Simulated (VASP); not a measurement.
Runs of VASP 6.6.1 on Ti. The structure is that of space group P6/mmm (No. 191), or close to it. The cells are those of the table. This isn't the form of Ti at room conditions, which is hcp.

| task | cell | cutoff (eV) | gap on the mesh (eV) | pressure (GPa) |
| --- | --- | --- | --- | --- |
| single point | a = 3.557, b = 3.557, c = 1.893 Å, angles 90.0, 90.0, 120.0°, 3 atoms | 520 | none | 401.0 |
| relaxation of cell and atoms | relaxed to 380 GPa from a = 3.382, b = 3.382, c = 2.097 Å, angles 90.0, 90.0, 120.0°, 3 atoms | 600 | none | 380.0 |
| relaxation of cell and atoms | relaxed to 380 GPa from a = 3.558, b = 3.558, c = 1.888 Å, angles 90.0, 90.0, 120.0°, 3 atoms | 600 | none | 380.0 |
| single point | a = 3.558, b = 3.558, c = 1.888 Å, angles 90.0, 90.0, 120.0°, 3 atoms | 520 | none | (a) |

Alike in all rows: level PBEsol; potentials or basis VASP PAW PBE potentials, release 64 (Ti_sv); no spin polarisation; k mesh 11 × 11 × 15; smearing fermi-dirac 0.1 eV.

Estimate the missing entries.

(a) 403.8.

Caveats: atoms lie so close that the PAW spheres overlap strongly, which falsifies energies and pressures; the PAW data sets were made with another functional, which shifts forces and pressure a little; the cell stands under pressure (at least some runs); the cell is relaxed towards a set pressure, so the run minimises the enthalpy, not the energy (at least some runs).

A gap of «none» marks levels without a gap at the run's occupations.
